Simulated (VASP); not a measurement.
The system is CdS (Hawleyite).

```
Cd S
1.0
     0.00000    2.87708    2.87708
     2.87708    0.00000    2.87708
     2.87708    2.87708    0.00000
Cd S
1 1
Cartesian
  0.0000 0.0000 0.0000
  4.3156 4.3156 4.3156
```

Base run:

```yaml
Program: VASP 6.6.1
Functional: r2SCAN
Potentials_or_basis: VASP PAW PBE potentials, release 64 (Cd, S)
Cutoff: 520 eV
k_mesh: 8 × 8 × 8
Occupations: fermi-dirac, width 0.05 eV
Spin: no spin polarisation
```

Its results: band gap on the k mesh 1.69 eV, direct; pressure 4.9 GPa.

Task: The run is repeated on the same cell with these changes: dispersion from none to rVV10. What comes out?

Result: Band gap on the k mesh 1.63 eV, direct; pressure 4.0 GPa.

Dispersion adds attraction, which lowers the pressure at fixed volume.

Caveats: the PAW data sets were made with another functional, which shifts forces and pressure a little.

